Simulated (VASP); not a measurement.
# FeSi (anti NiAs type) (P6_3/mmc) in VASP: single point with PBEsol

Aim: the single point of FeSi (anti NiAs type) with PBEsol.

All numbers are computed with VASP 6.6.1; they aren't measurements. Logs are shortened: lines on timing, memory, paths and dates and some standing lists are left out, and cuts for length are marked.

### Step 1. The cell of the first run

The structure is hexagonal, space group P6_3/mmc (No. 194). The conventional cell has a = 2.137 Å, b = 2.137 Å, c = 6.281 Å, α = 90.00°, β = 90.00°, γ = 120.00°. Si (site symmetry -3m) has 6 Fe at 2.00 Å and 6 Si at 2.14 Å within 2.6 Å. Fe (site symmetry -6m2) has 6 Si at 2.00 Å and 6 Fe at 2.14 Å within 2.6 Å.

### Step 2. Single point, PBEsol, collinear spin, ferromagnetic start

INCAR reads:

```
SYSTEM = FeSi
ALGO = Normal ; EDIFF = 1E-6
ENCUT = 690 ; GGA = PS
GGA_COMPAT = .FALSE. ; ISIF = 2
ISMEAR = -1 ; ISPIN = 2
LASPH = .TRUE. ; LCHARG = .TRUE.
LELF = .TRUE. ; LMAXMIX = 4
LORBIT = 11 ; LREAL = .FALSE.
LVHAR = .TRUE. ; LWAVE = .FALSE.
MAGMOM = 0 0 2.5 2.5 ; NBANDS = 32
NELM = 200 ; PREC = Accurate
SIGMA = 0.05
```

KPOINTS reads:

```
k-points
0
G
  13 13 8
  0 0 0
```

POSCAR reads:

```
FeSi
1.0
    2.1371257881      0.0000000000      0.0000000000
   -1.0685628941      1.8508052235      0.0000000000
    0.0000000000      0.0000000000      6.2810252853
Si Fe
2 2
Direct
    0.0000000000      0.0000000000      0.0000000000
    0.0000000000      0.0000000000      0.5000000000
    0.3333333333      0.6666666667      0.2500000000
    0.6666666667      0.3333333333      0.7500000000
```

Potentials or basis: VASP PAW PBE potentials, release 64 (Si, Fe_sv).

Started as:

```
cat potpaw_PBE.64/Si/POTCAR potpaw_PBE.64/Fe_sv/POTCAR > POTCAR
mpirun -np 1 vasp_std > vasp.out
```

OUTCAR:

```text
SYSTEM = FeSi
   EDIFF = 1E-6
   ENCUT = 690
   GGA = PS
   ISIF = 2
   ISMEAR = -1
   ISPIN = 2
   LASPH = .TRUE.
   LORBIT = 11
   LREAL = .FALSE.
   NELM = 200
   PREC = Accurate

 ion  position               nearest neighbor table
   1  0.000  0.000  0.000-   3 2.00   4 2.00   3 2.00   4 2.00   4 2.00   3 2.00   2 3.14   2 3.14

   2  0.000  0.000  0.500-   3 2.00   4 2.00   3 2.00   4 2.00   4 2.00   3 2.00   1 3.14   1 3.14

   3  0.333  0.667  0.250-   1 2.00   2 2.00   1 2.00   2 2.00   1 2.00   2 2.00
   4  0.667  0.333  0.750-   1 2.00   2 2.00   1 2.00   2 2.00   1 2.00   2 2.00

  LATTYP: Found a hexagonal cell.
 ALAT       =     2.1371257881
 C/A-ratio  =     2.9390058930

  Lattice vectors:

 A1 = (   2.1371257881,   0.0000000000,   0.0000000000)
 A2 = (  -1.0685628941,   1.8508052235,   0.0000000000)
 A3 = (   0.0000000000,   0.0000000000,   6.2810252853)

Analysis of symmetry for initial positions (statically):
=====================================================================
 Subroutine PRICEL returns:
 Original cell was already a primitive cell.

 Routine SETGRP: Setting up the symmetry group for a
 hexagonal supercell.

 Subroutine GETGRP returns: Found 24 space group operations
 (whereof 12 operations were pure point group operations)
 out of a pool of 24 trial point group operations.

The static configuration has the point symmetry D_3d.
 The point group associated with its full space group is D_6h.

Analysis of symmetry for dynamics (positions and initial velocities):
=====================================================================
 Subroutine PRICEL returns:
 Original cell was already a primitive cell.

 Routine SETGRP: Setting up the symmetry group for a
 hexagonal supercell.

 Subroutine GETGRP returns: Found 24 space group operations
 (whereof 12 operations were pure point group operations)
 out of a pool of 24 trial point group operations.

The dynamic configuration has the point symmetry D_3d.
 The point group associated with its full space group is D_6h.

Analysis of structural, dynamic, and magnetic symmetry:
=====================================================================
 Subroutine PRICEL returns:
 Original cell was already a primitive cell.

 Routine SETGRP: Setting up the symmetry group for a
 hexagonal supercell.

 Subroutine GETGRP returns: Found 24 space group operations
 (whereof 12 operations were pure point group operations)
 out of a pool of 24 trial point group operations.

The overall configuration has the point symmetry D_3d.
 The point group associated with its full space group is D_6h.

 Subroutine INISYM returns: Found 24 space group operations
 (whereof 12 operations are pure point group operations),
 and found     1 'primitive' translations

----------------------------------------------------------------------------------------

                                     Primitive cell

  volume of cell :      24.8440

  direct lattice vectors                    reciprocal lattice vectors
     2.137125788  0.000000000  0.000000000     0.467918176  0.270152685  0.000000000
    -1.068562894  1.850805224  0.000000000     0.000000000  0.540305369  0.000000000
     0.000000000  0.000000000  6.281025285     0.000000000  0.000000000  0.159209676

  length of vectors
     2.137125788  2.137125788  6.281025285     0.540305369  0.540305369  0.159209676

  position of ions in fractional coordinates (direct lattice)
     0.000000000  0.000000000  0.000000000
     0.000000000  0.000000000  0.500000000
     0.333333333  0.666666667  0.250000000
     0.666666667  0.333333333  0.750000000

  ion indices of the primitive-cell ions
   primitive index   ion index
                 1           1
                 2           2
                 3           3
                 4           4

----------------------------------------------------------------------------------------

 KPOINTS: k-points

Automatic generation of k-mesh.
 Grid dimensions read from file:
 generate k-points for:   13   13    8

 Generating k-lattice:

  Cartesian coordinates                     Fractional coordinates (reciprocal lattice)
     0.035993706  0.020780976  0.000000000     0.076923077  0.000000000  0.000000000
     0.000000000  0.041561951  0.000000000     0.000000000  0.076923077  0.000000000
     0.000000000  0.000000000  0.019901209     0.000000000  0.000000000  0.125000000

  Length of vectors
     0.041561951  0.041561951  0.019901209

  Shift w.r.t. Gamma in fractional coordinates (k-lattice)
     0.000000000  0.000000000  0.000000000

 Subroutine IBZKPT returns following result:
 ===========================================

 Found    105 irreducible k-points:

 Following reciprocal coordinates:
            Coordinates               Weight
  0.000000  0.000000  0.000000      1.000000
  0.076923 -0.000000  0.000000      6.000000
  0.153846  0.000000  0.000000      6.000000
  0.230769 -0.000000  0.000000      6.000000
  0.307692  0.000000  0.000000      6.000000
  0.384615 -0.000000  0.000000      6.000000
[... 16 lines left out ...]
  0.076923 -0.000000  0.125000     12.000000
  0.153846  0.000000  0.125000     12.000000
 [... further k-points ...]
   k-points           NKPTS =    105   k-points in BZ     NKDIM =    105   number of bands    NBANDS=     32
   number of dos      NEDOS =    301   number of ions     NIONS =      4
   total plane-waves  NPLWV =  17496
   dimension x,y,z NGX =    18 NGY =   18 NGZ =   54
   dimension x,y,z NGXF=    36 NGYF=   36 NGZF=  108
   ions per type =               2   2
   NGX,Y,Z   is equivalent  to a cutoff of  14.00, 14.00, 14.29 a.u.
   NGXF,Y,Z  is equivalent  to a cutoff of  28.00, 28.00, 28.59 a.u.
 SYSTEM =  FeSi
   PREC   = accura    normal or accurate (medium, high low for compatibility)
   ISTART =      0    job   : 0-new  1-cont  2-samecut
   ICHARG =      2    charge: 1-file 2-atom 10-const
   ISPIN  =      2    spin polarized calculation?
   LNONCOLLINEAR =      F non collinear calculations
   LSORBIT =      F    spin-orbit coupling
   LASPH  =      T    aspherical Exc in radial PAW
   ENCUT  =  690.0 eV  50.71 Ry    7.12 a.u.   4.58  4.58 13.45*2*pi/ulx,y,z
   NELM   =    200;   NELMIN=  2; NELMDL= -5     # of ELM steps
   EDIFF  = 0.1E-05   stopping-criterion for ELM
   LREAL  =      F    real-space projection
   EDIFFG = 0.1E-04   stopping-criterion for IOM
   NSW    =      0    number of steps for IOM
   IBRION =     -1    ionic relax: 0-MD 1-quasi-New 2-CG
   NFREE  =      0    steps in history (QN), initial steepest desc. (CG)
   ISIF   =      2    stress and relaxation
   ISYM   =      2    0-nonsym 1-usesym 2-fastsym
   POTIM  = 0.5000    time-step for ionic-motion
   TEBEG  =    0.0;   TEEND  =   0.0 temperature during run
   PSTRESS=    0.0 pullay stress
   NELECT =      40.0000    total number of electrons
   NUPDOWN=      -1.0000    fix difference up-down
   EMIN   =  10.00;   EMAX   =-10.00  energy-range for DOS
   EFERMI =   0.00;   METHOD = LEGACY
   ISMEAR =    -1;   SIGMA  =   0.05  broadening in eV -4-tet -1-fermi 0-gaus
   EFERMI_NEDOS =   21; number of points for ismear=-14 and -15
   IALGO  =     38    algorithm
   IMIX   =      4    mixing-type and parameters
     AMIX     =   0.40;   BMIX     =  1.00
     AMIX_MAG =   1.60;   BMIX_MAG =  1.00
  volume/ion in A,a.u.               =       6.21        41.91
  Fermi-wavevector in a.u.,A,eV,Ry     =   1.918762  3.625934 50.091843  3.681647
  Thomas-Fermi vector in A             =   2.953687
   LORBIT       =     11    0 simple, 1 ext, 2 COOP (PROOUT), +10 PAW based schemes
   GGA     = PS    functional components
   LHFCALC =     F    Hartree Fock is set to
   AEXX    =    0.0000 exact exchange contribution
   IVDW    =     0    specifies the selected vdW correction
   LEPSILON=     F    determine dielectric tensor
   LRPA    =     F    only Hartree local field effects (RPA)
 spin polarized calculation
  energy-cutoff  :      690.00
  volume of cell :       24.84
 maximum number of plane-waves:      1046
   NGX =  9   NGY =  9   NGZ = 27

 number of electron      40.0000016 magnetization      -0.0006054

 number of electron      40.0000016 magnetization       0.0000095

 Free energy of the ion-electron system (eV)
  ---------------------------------------------------
  ext. energy  EPLUGINS =         0.00000000
  ---------------------------------------------------
  free energy    TOTEN  =       -16.26298125 eV

  energy without entropy =      -16.25152920  energy(sigma->0) =      -16.25725522

 E-fermi :  24.6098     XC(G=0): -16.5511

 val. band max:       24.6089847305   @ k =   0.2308   0.0769   0.5000
 cond. band min:      24.6197869967   @ k =   0.3846   0.1538   0.2500
 fundamental gap:      0.0108022662
 Fermi energy:        24.6098185422

 spin component 1

 k-point     1 :       0.0000    0.0000    0.0000
  band No.  band energies     occupation
      1     -62.6029      1.00000
      2     -62.5983      1.00000
      3     -29.0055      1.00000
      4     -28.9387      1.00000
      5     -28.0018      1.00000
      6     -28.0018      1.00000
[... 24 lines left out ...]
     31      46.4587      0.00000
     32      46.5135      0.00000
[... 774 lines left out ...]
      2     -62.5154      1.00000
      3     -28.9250      1.00000
      4     -28.8731      1.00000
      5     -28.3881      1.00000
      6     -28.3874      1.00000
[... 24 lines left out ...]
     31      45.1527      0.00000
     32      46.4377      0.00000

 [... further k-points ...]

 spin component 2

 k-point     1 :       0.0000    0.0000    0.0000
  band No.  band energies     occupation
      1     -62.6028      1.00000
      2     -62.5982      1.00000
      3     -29.0054      1.00000
      4     -28.9386      1.00000
      5     -28.0017      1.00000
      6     -28.0017      1.00000
[... 24 lines left out ...]
     31      46.4568      0.00000
     32      46.5099      0.00000
[... 774 lines left out ...]
      2     -62.5152      1.00000
      3     -28.9249      1.00000
      4     -28.8730      1.00000
      5     -28.3880      1.00000
      6     -28.3873      1.00000
[... 24 lines left out ...]
     31      45.1527      0.00000
     32      46.4376      0.00000

 [... further k-points ...]
[... 5 lines left out ...]
  --------------------------------------------------------------------------------------
  -------------------------------------------------------------------------------------
  Total       65.0181173     65.0181173     65.2950804     -0.0000000      0.0000000      0.0000000
  in kB     4192.9880927   4192.9880924   4210.8493138     -0.0000001      0.0000000      0.0000000
  external PRESSURE =    4198.9418330 kB  Pullay stress =       0.0000000 kB

 VOLUME and BASIS-vectors are now :
 -----------------------------------------------------------------------------
  energy-cutoff  :      690.00
  volume of cell :       24.84
      direct lattice vectors                 reciprocal lattice vectors
     2.137125788  0.000000000  0.000000000     0.467918176  0.270152685  0.000000000
    -1.068562894  1.850805224  0.000000000     0.000000000  0.540305369  0.000000000
     0.000000000  0.000000000  6.281025285     0.000000000  0.000000000  0.159209676

 POSITION                                       TOTAL-FORCE (eV/Angst)
 -----------------------------------------------------------------------------------
      0.00000      0.00000      0.00000         0.000000      0.000000     -0.000000
      0.00000      0.00000      3.14051         0.000000      0.000000     -0.000000
     -0.00000      1.23387      1.57026        -0.000000      0.000000      0.000000
      1.06856      0.61694      4.71077         0.000000     -0.000000      0.000000
 -----------------------------------------------------------------------------------
    total drift:                                0.000000     -0.000000      0.000000

  FREE ENERGIE OF THE ION-ELECTRON SYSTEM (eV)
  ---------------------------------------------------
  free  energy   TOTEN  =       -16.2629812508 eV

  energy  without entropy=      -16.2515291982  energy(sigma->0) =      -16.25725522

 total charge

# of ion       s       p       d       tot
------------------------------------------
    1        0.847   1.472   0.000   2.319
    2        0.847   1.472   0.000   2.319
    3        2.321   6.201   6.196  14.717
    4        2.321   6.201   6.196  14.717
--------------------------------------------------
tot          6.335  15.346  12.391  34.073

 magnetization (x)

# of ion       s       p       d       tot
------------------------------------------
    1        0.000  -0.000   0.000  -0.000
    2        0.000  -0.000   0.000  -0.000
    3       -0.000  -0.000   0.000   0.000
    4       -0.000  -0.000   0.000   0.000
--------------------------------------------------
tot         -0.000  -0.000   0.000   0.000
```

Run time: 5 min. Hardware: 1 thread of Intel Xeon Platinum 8375C at 2.90GHz (Ice Lake), shared host; peak memory 0.29 GiB.

What came out:

```yaml
Free_energy: -16.2630 eV
Pressure: 419.9 GPa
Band_gap_on_the_k_mesh: zero (filled and empty bands overlap)
Net_moment: 0.00 μB per cell
Valence_electrons_inside_the_program's_atomic_spheres: Si 2.32; Fe 14.72
```

Stress tensor (GPa, compression positive):
```
419.30   0.00   0.00
  0.00 419.30   0.00
  0.00   0.00 421.08
```

Caveat: the cell stands under pressure; the moments typed at the start vanished in this run; the PAW data sets were made with another functional, which shifts forces and pressure a little.
